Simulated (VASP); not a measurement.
# Re (P6_3/mmc) in VASP: single point with LDA

Aim: the single point of Re with LDA.

Program: VASP 6.6.1. These are calculated values, not measurements. Logs are shortened: lines on timing, memory, paths and dates and some standing lists are left out, and cuts for length are marked.

**1. The cell of the first run**

Symmetry: P6_3/mmc, No. 194, hexagonal system. The conventional cell has a = 2.750 Å, b = 2.750 Å, c = 4.431 Å, α = 90.00°, β = 90.00°, γ = 120.00°. Within 3.6 Å of Re (site symmetry -6m2) lie 12 Re at 2.73 to 2.75 Å.

**2. Single point, LDA**

INCAR reads:

```
PREC = Accurate
ENCUT = 520
EDIFF = 1E-6
ISMEAR = -1
SIGMA = 0.1
LREAL = False
LASPH = True
NELM = 80
ALGO = Normal
ISIF = 2
LWAVE = False
LCHARG = True
LELF = True
LVHAR = True
NBANDS = 14
```

KPOINTS reads:

```
regular mesh
0
Gamma
  16 16 9
```

POSCAR reads:

```
Re
1.0
    2.7504026550      0.0000000000      0.0000000000
   -1.3752013275      2.3819185699      0.0000000000
    0.0000000000      0.0000000000      4.4306018460
Re
2
Direct
    0.3333333333      0.6666666667      0.2500000000
    0.6666666667      0.3333333333      0.7500000000
```

Potentials or basis: VASP PAW LDA potentials, release 64 (Re).

Started as:

```console
cat potpaw_LDA.64/Re/POTCAR > POTCAR
mpirun -np 1 vasp_std > vasp.out
```

OUTCAR:

```text
PREC = Accurate
   ENCUT = 520
   EDIFF = 1E-6
   ISMEAR = -1
   LREAL = False
   LASPH = True
   NELM = 80
   ISIF = 2

 ion  position               nearest neighbor table
   1  0.333  0.667  0.250-   2 2.73   2 2.73   2 2.73   2 2.73   2 2.73   2 2.73
   2  0.667  0.333  0.750-   1 2.73   1 2.73   1 2.73   1 2.73   1 2.73   1 2.73

  LATTYP: Found a hexagonal cell.
 ALAT       =     2.7504026550
 C/A-ratio  =     1.6108920772

  Lattice vectors:

 A1 = (   2.7504026550,   0.0000000000,   0.0000000000)
 A2 = (  -1.3752013275,   2.3819185699,   0.0000000000)
 A3 = (   0.0000000000,   0.0000000000,   4.4306018460)

Analysis of symmetry for initial positions (statically):
=====================================================================
 Subroutine PRICEL returns:
 Original cell was already a primitive cell.

 Routine SETGRP: Setting up the symmetry group for a
 hexagonal supercell.

 Subroutine GETGRP returns: Found 24 space group operations
 (whereof 12 operations were pure point group operations)
 out of a pool of 24 trial point group operations.

The static configuration has the point symmetry D_3d.
 The point group associated with its full space group is D_6h.

Analysis of symmetry for dynamics (positions and initial velocities):
=====================================================================
 Subroutine PRICEL returns:
 Original cell was already a primitive cell.

 Routine SETGRP: Setting up the symmetry group for a
 hexagonal supercell.

 Subroutine GETGRP returns: Found 24 space group operations
 (whereof 12 operations were pure point group operations)
 out of a pool of 24 trial point group operations.

The dynamic configuration has the point symmetry D_3d.
 The point group associated with its full space group is D_6h.

 Subroutine INISYM returns: Found 24 space group operations
 (whereof 12 operations are pure point group operations),
 and found     1 'primitive' translations

----------------------------------------------------------------------------------------

                                     Primitive cell

  volume of cell :      29.0259

  direct lattice vectors                    reciprocal lattice vectors
     2.750402655  0.000000000  0.000000000     0.363583128  0.209914817  0.000000000
    -1.375201327  2.381918570  0.000000000     0.000000000  0.419829633  0.000000000
     0.000000000  0.000000000  4.430601846     0.000000000  0.000000000  0.225702971

  length of vectors
     2.750402655  2.750402655  4.430601846     0.419829633  0.419829633  0.225702971

  position of ions in fractional coordinates (direct lattice)
     0.333333333  0.666666667  0.250000000
     0.666666667  0.333333333  0.750000000

  ion indices of the primitive-cell ions
   primitive index   ion index
                 1           1
                 2           2

----------------------------------------------------------------------------------------

 KPOINTS: regular mesh

Automatic generation of k-mesh.
 Grid dimensions read from file:
 generate k-points for:   16   16    9

 Generating k-lattice:

  Cartesian coordinates                     Fractional coordinates (reciprocal lattice)
     0.022723945  0.013119676  0.000000000     0.062500000  0.000000000  0.000000000
     0.000000000  0.026239352  0.000000000     0.000000000  0.062500000  0.000000000
     0.000000000  0.000000000  0.025078108     0.000000000  0.000000000  0.111111111

  Length of vectors
     0.026239352  0.026239352  0.025078108

  Shift w.r.t. Gamma in fractional coordinates (k-lattice)
     0.000000000  0.000000000  0.000000000

 Subroutine IBZKPT returns following result:
 ===========================================

 Found    150 irreducible k-points:

 Following reciprocal coordinates:
            Coordinates               Weight
  0.000000  0.000000  0.000000      1.000000
  0.062500 -0.000000  0.000000      6.000000
  0.125000 -0.000000  0.000000      6.000000
  0.187500 -0.000000  0.000000      6.000000
  0.250000 -0.000000  0.000000      6.000000
  0.312500  0.000000  0.000000      6.000000
[... 16 lines left out ...]
  0.187500  0.187500  0.000000      6.000000
  0.250000  0.187500  0.000000     12.000000
 [... further k-points ...]
   k-points           NKPTS =    150   k-points in BZ     NKDIM =    150   number of bands    NBANDS=     14
   number of dos      NEDOS =    301   number of ions     NIONS =      2
   total plane-waves  NPLWV =  14400
   dimension x,y,z NGX =    20 NGY =   20 NGZ =   36
   dimension x,y,z NGXF=    40 NGYF=   40 NGZF=   72
   ions per type =               2
   NGX,Y,Z   is equivalent  to a cutoff of  12.09, 12.09, 13.51 a.u.
   NGXF,Y,Z  is equivalent  to a cutoff of  24.18, 24.18, 27.02 a.u.
 SYSTEM =  unknown system
   PREC   = accura    normal or accurate (medium, high low for compatibility)
   ISTART =      0    job   : 0-new  1-cont  2-samecut
   ICHARG =      2    charge: 1-file 2-atom 10-const
   ISPIN  =      1    spin polarized calculation?
   LNONCOLLINEAR =      F non collinear calculations
   LSORBIT =      F    spin-orbit coupling
   LASPH  =      T    aspherical Exc in radial PAW
   ENCUT  =  520.0 eV  38.22 Ry    6.18 a.u.   5.11  5.11  8.24*2*pi/ulx,y,z
   NELM   =     80;   NELMIN=  2; NELMDL= -5     # of ELM steps
   EDIFF  = 0.1E-05   stopping-criterion for ELM
   LREAL  =      F    real-space projection
   EDIFFG = 0.1E-04   stopping-criterion for IOM
   NSW    =      0    number of steps for IOM
   IBRION =     -1    ionic relax: 0-MD 1-quasi-New 2-CG
   NFREE  =      0    steps in history (QN), initial steepest desc. (CG)
   ISIF   =      2    stress and relaxation
   ISYM   =      2    0-nonsym 1-usesym 2-fastsym
   POTIM  = 0.5000    time-step for ionic-motion
   TEBEG  =    0.0;   TEEND  =   0.0 temperature during run
   PSTRESS=    0.0 pullay stress
   NELECT =      14.0000    total number of electrons
   NUPDOWN=      -1.0000    fix difference up-down
   EMIN   =  10.00;   EMAX   =-10.00  energy-range for DOS
   EFERMI =   0.00;   METHOD = LEGACY
   ISMEAR =    -1;   SIGMA  =   0.10  broadening in eV -4-tet -1-fermi 0-gaus
   EFERMI_NEDOS =   21; number of points for ismear=-14 and -15
   IALGO  =     38    algorithm
   IMIX   =      4    mixing-type and parameters
     AMIX     =   0.40;   BMIX     =  1.00
     AMIX_MAG =   1.60;   BMIX_MAG =  1.00
  volume/ion in A,a.u.               =      14.51        97.94
  Fermi-wavevector in a.u.,A,eV,Ry     =   1.283873  2.426169 22.426904  1.648331
  Thomas-Fermi vector in A             =   2.416101
   LORBIT       =      0    0 simple, 1 ext, 2 COOP (PROOUT), +10 PAW based schemes
   GGA     = CA    functional components
   LHFCALC =     F    Hartree Fock is set to
   AEXX    =    0.0000 exact exchange contribution
   IVDW    =     0    specifies the selected vdW correction
   LEPSILON=     F    determine dielectric tensor
   LRPA    =     F    only Hartree local field effects (RPA)
 non-spin polarized calculation
  energy-cutoff  :      520.00
  volume of cell :       29.03
 maximum number of plane-waves:       793
   NGX = 11   NGY = 11   NGZ = 17

 number of electron      14.0000001 magnetization

 Free energy of the ion-electron system (eV)
  ---------------------------------------------------
  ext. energy  EPLUGINS =         0.00000000
  ---------------------------------------------------
  free energy    TOTEN  =       -27.55323046 eV

  energy without entropy =      -27.50030967  energy(sigma->0) =      -27.52677006

 E-fermi :   8.0267     XC(G=0): -13.9157

 val. band max:        8.0103245995   @ k =   0.3750   0.0625   0.2222
 cond. band min:       8.0325629933   @ k =   0.1250  -0.0000   0.0000
 fundamental gap:      0.0222383939
 Fermi energy:         8.0267252689

 k-point     1 :       0.0000    0.0000    0.0000
  band No.  band energies     occupation
      1      -1.8663      2.00000
      2       1.3148      2.00000
      3       6.3766      2.00000
      4       6.3766      2.00000
      5       6.4147      2.00000
      6       7.2387      1.99924
      7       7.2387      1.99924
      8       8.1631      0.40727
      9       8.1631      0.40727
     10       8.8241      0.00069
     11      11.4331      0.00000
     12      11.4331      0.00000
     13      18.2642      0.00000
     14      22.2398      0.00000

 k-point     2 :       0.0625   -0.0000    0.0000
  band No.  band energies     occupation
      1      -1.7032      2.00000
      2       1.4680      2.00000
      3       5.9631      2.00000
      4       6.5261      2.00000
      5       6.7747      1.99999
      6       7.1239      1.99976
      7       7.3801      1.99689
      8       7.8624      1.67602
      9       8.0359      0.95440
     10       8.3701      0.06249
     11      11.5212      0.00000
     12      12.1979      0.00000
     13      18.2604      0.00000
     14      22.6048      0.00000

 k-point     3 :       0.1250   -0.0000    0.0000
  band No.  band energies     occupation
      1      -1.2323      2.00000
      2       1.8888      2.00000
      3       5.4651      2.00000
      4       6.7737      1.99999
      5       6.8015      1.99999
      6       6.9680      1.99995
      7       7.2514      1.99914
      8       7.7117      1.91781
      9       7.7964      1.81830
     10       8.0326      0.97082
     11      11.7322      0.00000
     12      13.6456      0.00000
     13      18.2002      0.00000
     14      23.5898      0.00000
[... 324 lines left out ...]
 k-point    23 :       0.1875    0.1875    0.0000
  band No.  band energies     occupation
      1       1.6229      2.00000
      2       3.6453      2.00000
      3       3.8296      2.00000
      4       4.0013      2.00000
      5       5.8800      2.00000
      6       6.3707      2.00000
      7       7.4241      1.99518
      8       8.7066      0.00223
      9      10.3381      0.00000
     10      11.3754      0.00000
     11      11.9734      0.00000
     12      17.6093      0.00000
     13      19.0458      0.00000
     14      21.4212      0.00000

 k-point    24 :       0.2500    0.1875    0.0000
  band No.  band energies     occupation
      1       2.4146      2.00000
      2       3.3119      2.00000
      3       3.4733      2.00000
      4       4.2974      2.00000
      5       5.6885      2.00000
      6       6.7640      1.99999
      7       7.0643      1.99987
      8       9.3206      0.00000
      9      11.2576      0.00000
     10      11.9385      0.00000
     11      12.6391      0.00000
     12      17.7487      0.00000
     13      19.4061      0.00000
     14      20.2095      0.00000

 [... further k-points ...]

------------------------ aborting loop because EDIFF is reached ----------------------------------------

  FORCE on cell =-STRESS in cart. coord.  units (eV):
  Direction    XX          YY          ZZ          XY          YZ          ZX
  --------------------------------------------------------------------------------------
  -------------------------------------------------------------------------------------
  Total       -0.6068165     -0.6068165     -0.6448615     -0.0000000      0.0000000      0.0000000
  in kB      -33.4951614    -33.4951614    -35.5951760     -0.0000000      0.0000000      0.0000000
  external PRESSURE =     -34.1951663 kB  Pullay stress =       0.0000000 kB

 VOLUME and BASIS-vectors are now :
 -----------------------------------------------------------------------------
  energy-cutoff  :      520.00
  volume of cell :       29.03
      direct lattice vectors                 reciprocal lattice vectors
     2.750402655  0.000000000  0.000000000     0.363583128  0.209914817  0.000000000
    -1.375201327  2.381918570  0.000000000     0.000000000  0.419829633  0.000000000
     0.000000000  0.000000000  4.430601846     0.000000000  0.000000000  0.225702971

 POSITION                                       TOTAL-FORCE (eV/Angst)
 -----------------------------------------------------------------------------------
     -0.00000      1.58795      1.10765        -0.000000      0.000000      0.000000
      1.37520      0.79397      3.32295         0.000000     -0.000000      0.000000
 -----------------------------------------------------------------------------------
    total drift:                               -0.000000      0.000000     -0.000000

  FREE ENERGIE OF THE ION-ELECTRON SYSTEM (eV)
  ---------------------------------------------------
  free  energy   TOTEN  =       -27.5532304596 eV

  energy  without entropy=      -27.5003096673  energy(sigma->0) =      -27.52677006
```

It took 83 s on 1 thread of Intel Xeon 8259CL, shared host; peak memory 0.17 GiB.

What came out:

```
Free energy            : -27.5532 eV
Pressure               : -3.4 GPa
Band gap on the k mesh : zero (bands 7 and 8 overlap by 3.46 eV)
```

Caveat: the cell stands under tension; spin-orbit coupling is left out, which moves the levels of the heavy elements.

The gap in the log of VASP goes by the Fermi energy; the results here count the filled bands.